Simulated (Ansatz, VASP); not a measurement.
# Co in VASP and in Ansatz

```
Co
1.0
     2.45994    0.00000    0.00000
    -1.22997    2.13037    0.00000
     0.00000    0.00000    3.96170
Co
2
Direct
  0.33333 0.66667 0.25000
  0.66667 0.33333 0.75000
```

Alike in both runs: functional PBE; k mesh 8 × 8 × 5; no spin polarisation.

Ansatz relaxed the structure, and its values are those at the end. VASP's run is a single point on that final structure, the one shown.

```csv
,VASP,Ansatz
version,VASP 6.6.1,Ansatz 0.2.0
potentials or method,"VASP PAW PBE potentials, release 64 (Co_sv), cutoff 600 eV",PAW plane waves
occupations,"fermi-dirac, width 0.1 eV",fermi-dirac
valence electrons in the cell,34,34
```

```csv
,VASP,Ansatz,Ansatz less VASP
gap on the k mesh at the Fermi level (eV),none,none,-
pressure (GPa),-3.8,0.0,+3.80
```

A gap of «none» marks a metal or a gap that the smearing closes. Ansatz's warnings: structure snapped to symmetry.

The k mesh is coarse, so the values compare programs but aren't converged.
